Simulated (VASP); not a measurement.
# KTi (Fd-3m) in VASP: single point with PBE

Aim: the single point of KTi with PBE.

All numbers are computed with VASP 6.6.1; they aren't measurements. Logs are shortened: lines on timing, memory, paths and dates and some standing lists are left out, and cuts for length are marked.

## Step 1: The cell of the first run

Symmetry: Fd-3m, No. 227, cubic system. The conventional cell has a = 7.606 Å, b = 7.606 Å, c = 7.606 Å, α = 90.00°, β = 90.00°, γ = 90.00°. Within 4.3 Å of K (site symmetry -43m) lie 4 K at 3.29 Å and 10 Ti at 3.29 to 3.80 Å. Ti (site symmetry -43m) has 10 K at 3.29 to 3.80 Å and 4 Ti at 3.29 Å within 4.3 Å.

## Step 2: Single point, PBE

File INCAR:

```
ALGO     = Normal         # electronic algorithm
EDIFF    = 1E-6           # SCF threshold, eV
ENCUT    = 520            # plane-wave cutoff, eV
GGA      = PE             # functional
ISIF     = 2              # what is computed and relaxed
ISMEAR   = 0              # smearing method
LASPH    = True           # aspherical terms in the spheres
LCHARG   = False          # write CHGCAR
LREAL    = False          # projectors in reciprocal space
LWAVE    = False          # write WAVECAR
NBANDS   = 29             # bands
NELM     = 60             # most SCF steps
PREC     = Accurate       # precision mode
SIGMA    = 0.1            # smearing width, eV
```

File KPOINTS:

```
k-points
0
Gamma
  4 4 4
```

File POSCAR:

```
KTi
1.0
    0.0000000000      3.8031857906      3.8031857906
    3.8031857906      0.0000000000      3.8031857906
    3.8031857906      3.8031857906      0.0000000000
K Ti
2 2
Direct
    0.5000000000      0.5000000000      0.5000000000
    0.7500000000      0.7500000000      0.7500000000
    0.0000000000      0.0000000000      0.0000000000
    0.2500000000      0.2500000000      0.2500000000
```

Potentials or basis: VASP PAW PBE potentials, release 64 (K_sv, Ti_sv).

On the command line:

```
$ cat potpaw_PBE.64/K_sv/POTCAR potpaw_PBE.64/Ti_sv/POTCAR > POTCAR
$ mpirun -np 1 vasp_std > vasp.out
```

OUTCAR:

```text
EDIFF = 1E-6
   ENCUT = 520
   GGA = PE
   ISIF = 2
   ISMEAR = 0
   LASPH = True
   LREAL = False
   NELM = 60
   PREC = Accurate

 ion  position               nearest neighbor table
   1  0.500  0.500  0.500-   4 3.29   4 3.29   4 3.29   2 3.29   4 3.29   2 3.29   2 3.29   2 3.29

   2  0.750  0.750  0.750-   1 3.29   1 3.29   1 3.29   1 3.29   3 3.29   3 3.29   3 3.29   3 3.29

   3  0.000  0.000  0.000-   2 3.29   2 3.29   2 3.29   2 3.29
   4  0.250  0.250  0.250-   1 3.29   1 3.29   1 3.29   1 3.29

  LATTYP: Found a face centered cubic cell.
 ALAT       =     7.6063715812

  Lattice vectors:

 A1 = (   0.0000000000,   3.8031857906,   3.8031857906)
 A2 = (   3.8031857906,   0.0000000000,   3.8031857906)
 A3 = (   3.8031857906,   3.8031857906,   0.0000000000)

Analysis of symmetry for initial positions (statically):
=====================================================================
 Subroutine PRICEL returns:
 Original cell was already a primitive cell.

 Routine SETGRP: Setting up the symmetry group for a
 face centered cubic supercell.

 Subroutine GETGRP returns: Found 48 space group operations
 (whereof 24 operations were pure point group operations)
 out of a pool of 48 trial point group operations.

The static configuration has the point symmetry T_d .
 The point group associated with its full space group is O_h .

Analysis of symmetry for dynamics (positions and initial velocities):
=====================================================================
 Subroutine PRICEL returns:
 Original cell was already a primitive cell.

 Routine SETGRP: Setting up the symmetry group for a
 face centered cubic supercell.

 Subroutine GETGRP returns: Found 48 space group operations
 (whereof 24 operations were pure point group operations)
 out of a pool of 48 trial point group operations.

The dynamic configuration has the point symmetry T_d .
 The point group associated with its full space group is O_h .

 Subroutine INISYM returns: Found 48 space group operations
 (whereof 24 operations are pure point group operations),
 and found     1 'primitive' translations

----------------------------------------------------------------------------------------

                                     Primitive cell
[... 73 lines left out ...]
   LNONCOLLINEAR =      F non collinear calculations
   LSORBIT =      F    spin-orbit coupling
   LASPH  =      T    aspherical Exc in radial PAW
   ENCUT  =  520.0 eV  38.22 Ry    6.18 a.u.  10.00 10.00 10.00*2*pi/ulx,y,z
   NELM   =     60;   NELMIN=  2; NELMDL= -5     # of ELM steps
   EDIFF  = 0.1E-05   stopping-criterion for ELM
   LREAL  =      F    real-space projection
   EDIFFG = 0.1E-04   stopping-criterion for IOM
   NSW    =      0    number of steps for IOM
   IBRION =     -1    ionic relax: 0-MD 1-quasi-New 2-CG
   NFREE  =      0    steps in history (QN), initial steepest desc. (CG)
   ISIF   =      2    stress and relaxation
   ISYM   =      2    0-nonsym 1-usesym 2-fastsym
   POTIM  = 0.5000    time-step for ionic-motion
   TEBEG  =    0.0;   TEEND  =   0.0 temperature during run
   PSTRESS=    0.0 pullay stress
   NELECT =      42.0000    total number of electrons
   NUPDOWN=      -1.0000    fix difference up-down
   EMIN   =  10.00;   EMAX   =-10.00  energy-range for DOS
   EFERMI =   0.00;   METHOD = LEGACY
   ISMEAR =     0;   SIGMA  =   0.10  broadening in eV -4-tet -1-fermi 0-gaus
   EFERMI_NEDOS =   21; number of points for ismear=-14 and -15
   IALGO  =     38    algorithm
   IMIX   =      4    mixing-type and parameters
     AMIX     =   0.40;   BMIX     =  1.00
     AMIX_MAG =   1.60;   BMIX_MAG =  1.00
  volume/ion in A,a.u.               =      27.51       185.61
  Fermi-wavevector in a.u.,A,eV,Ry     =   1.187591  2.244222 19.189295  1.410373
  Thomas-Fermi vector in A             =   2.323739
   LORBIT       =      0    0 simple, 1 ext, 2 COOP (PROOUT), +10 PAW based schemes
   GGA     = PE    functional components
   LHFCALC =     F    Hartree Fock is set to
   AEXX    =    0.0000 exact exchange contribution
   IVDW    =     0    specifies the selected vdW correction
   LEPSILON=     F    determine dielectric tensor
   LRPA    =     F    only Hartree local field effects (RPA)
 non-spin polarized calculation
 Gauss-broadening in eV      SIGMA  =   0.10
  energy-cutoff  :      520.00
  volume of cell :      110.02
 maximum number of plane-waves:      2996
   NGX = 21   NGY = 21   NGZ = 21

 number of electron      41.9999996 magnetization

 Free energy of the ion-electron system (eV)
  ---------------------------------------------------
  ext. energy  EPLUGINS =         0.00000000
  ---------------------------------------------------
  free energy    TOTEN  =       -11.84926502 eV

  energy without entropy =      -11.75336419  energy(sigma->0) =      -11.80131461

 E-fermi :   3.3275     XC(G=0):  -9.0495

 val. band max:        3.3090559210   @ k =   0.5000   0.2500   0.0000
 cond. band min:       3.3416845879   @ k =   0.2500   0.2500   0.0000
 fundamental gap:      0.0326286669
 Fermi energy:         3.3275333110

 k-point     1 :       0.0000    0.0000    0.0000
  band No.  band energies     occupation
      1     -53.8368      2.00000
      2     -53.8203      2.00000
      3     -30.1046      2.00000
      4     -30.1046      2.00000
      5     -30.1046      2.00000
      6     -30.0510      2.00000
[... 245 lines left out ...]
     28       4.6723      0.00000
     29       4.9970      0.00000

------------------------ aborting loop because EDIFF is reached ----------------------------------------

  FORCE on cell =-STRESS in cart. coord.  units (eV):
  Direction    XX          YY          ZZ          XY          YZ          ZX
  --------------------------------------------------------------------------------------
  -------------------------------------------------------------------------------------
  Total        1.7357865      1.7357865      1.7357865      0.0000000      0.0000000      0.0000000
  in kB       25.2775085     25.2775085     25.2775085      0.0000000      0.0000000      0.0000000
  external PRESSURE =      25.2775085 kB  Pullay stress =       0.0000000 kB

 VOLUME and BASIS-vectors are now :
 -----------------------------------------------------------------------------
  energy-cutoff  :      520.00
  volume of cell :      110.02
      direct lattice vectors                 reciprocal lattice vectors
     0.000000000  3.803185791  3.803185791    -0.131468728  0.131468728  0.131468728
     3.803185791  0.000000000  3.803185791     0.131468728 -0.131468728  0.131468728
     3.803185791  3.803185791  0.000000000     0.131468728  0.131468728 -0.131468728

 POSITION                                       TOTAL-FORCE (eV/Angst)
 -----------------------------------------------------------------------------------
      3.80319      3.80319      3.80319         0.000000      0.000000      0.000000
      5.70478      5.70478      5.70478         0.000000      0.000000      0.000000
      0.00000      0.00000      0.00000        -0.000000     -0.000000     -0.000000
      1.90159      1.90159      1.90159        -0.000000      0.000000      0.000000
 -----------------------------------------------------------------------------------
    total drift:                               -0.000000      0.000000      0.000000

  FREE ENERGIE OF THE ION-ELECTRON SYSTEM (eV)
  ---------------------------------------------------
  free  energy   TOTEN  =       -11.8492650233 eV

  energy  without entropy=      -11.7533641870  energy(sigma->0) =      -11.80131461
```

OSZICAR:

```text
N       E                     dE             d eps       ncg     rms          rms(c)
DAV:   1     0.467215520481E+03    0.46722E+03   -0.20517E+04   464   0.148E+03
DAV:   2     0.347877998866E+02   -0.43243E+03   -0.42477E+03   469   0.462E+02
DAV:   3    -0.892763161638E+01   -0.43715E+02   -0.42670E+02   859   0.129E+02
DAV:   4    -0.140780211471E+02   -0.51504E+01   -0.51222E+01   702   0.304E+01
DAV:   5    -0.143523689153E+02   -0.27435E+00   -0.27412E+00   726   0.637E+00    0.162E+01
DAV:   6    -0.128665209737E+02    0.14858E+01   -0.41723E+01   573   0.288E+01    0.755E+00
DAV:   7    -0.118322383058E+02    0.10343E+01   -0.79527E+00   621   0.133E+01    0.443E+00
DAV:   8    -0.118520491473E+02   -0.19811E-01   -0.70889E-01   615   0.440E+00    0.925E-01
DAV:   9    -0.118494108107E+02    0.26383E-02   -0.10522E-01   655   0.169E+00    0.405E-01
DAV:  10    -0.118491420401E+02    0.26877E-03   -0.10148E-02   695   0.556E-01    0.230E-01
DAV:  11    -0.118492552520E+02   -0.11321E-03   -0.22618E-03   646   0.269E-01    0.978E-02
DAV:  12    -0.118492569905E+02   -0.17385E-05   -0.42693E-04   673   0.120E-01    0.143E-02
DAV:  13    -0.118492637124E+02   -0.67219E-05   -0.43354E-05   617   0.267E-02    0.131E-02
DAV:  14    -0.118492647412E+02   -0.10288E-05   -0.37774E-06   463   0.107E-02    0.625E-03
DAV:  15    -0.118492650233E+02   -0.28209E-06   -0.74113E-07   351   0.644E-03
   1 F= -.11849265E+02 E0= -.11801315E+02  d E =-.959008E-01
```

stdout:

```text
POSCAR found type information on POSCAR K Ti
 POSCAR found :  2 types and       4 ions
 scaLAPACK will be used
 LDA part: xc-table for (Slater+PW92), standard interpolation
 POSCAR, INCAR and KPOINTS ok, starting setup
 FFT: planning ... GRIDC
 FFT: planning ... GRID_SOFT
 FFT: planning ... GRID
 WAVECAR not read
 entering main loop
```

It took 24 s on 1 thread of AMD EPYC 9R14 (Zen 4), shared host; peak memory 0.21 GiB.

What came out:

```yaml
Free_energy: -11.8493 eV
Pressure: 2.5 GPa
Band_gap_on_the_k_mesh: zero (band 21 reaches 3.44 eV, above the bottom of band 22 at 3.29 eV)
```

Levels at points of the mesh, in eV from the Fermi level:
```
           k point  band 19  band 20  band 21  band 22  band 23  band 24
(0.00, 0.00, 0.00)    -0.55    -0.04    -0.04    -0.04     0.47     0.47
(0.50, 0.00, 0.00)    -0.05    -0.04    -0.04    -0.04    -0.04     0.61
(0.50, 0.50, 0.00)    -0.63    -0.63     0.08     0.08     0.59     0.59
```
